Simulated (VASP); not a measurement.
Input of a VASP 6.6.1 run:

File INCAR:

```
PREC     = Accurate       # precision mode
ENCUT    = 520            # plane-wave cutoff, eV
EDIFF    = 1E-7           # SCF threshold, eV
ISMEAR   = -1             # smearing method
SIGMA    = 0.05           # smearing width, eV
LREAL    = False          # projectors in reciprocal space
LASPH    = True           # aspherical terms in the spheres
NELM     = 80             # most SCF steps
ALGO     = Normal         # electronic algorithm
ISIF     = 2              # what is computed and relaxed
LWAVE    = False          # write WAVECAR
LCHARG   = False          # write CHGCAR
GGA      = PS             # functional
IVDW     = 13             # dispersion correction
NBANDS   = 11             # bands
```

Contents of KPOINTS:

```
regular mesh
0
Gamma
  10 10 10
```

Contents of POSCAR:

```
BP
1.0
    0.0000000000      2.2477463077      2.2477463077
    2.2477463077      0.0000000000      2.2477463077
    2.2477463077      2.2477463077      0.0000000000
P B
1 1
Direct
    0.7500000000      0.7500000000      0.7500000000
    0.0000000000      0.0000000000      0.0000000000
```

Potentials or basis: VASP PAW PBE potentials, release 64 (P, B).

The run is started by

```bash
$ cat potpaw_PBE.64/P/POTCAR potpaw_PBE.64/B/POTCAR > POTCAR
$ mpirun -np 1 vasp_std > vasp.out
```

What does it give for the band gap on the k mesh?

1.09 eV, indirect (least direct gap 3.40 eV).

Predict the pressure.

0.1 GPa.

Caveat: the PAW data sets were made with another functional, which shifts forces and pressure a little. As with any semilocal functional, this PBEsol gap is likely too small.
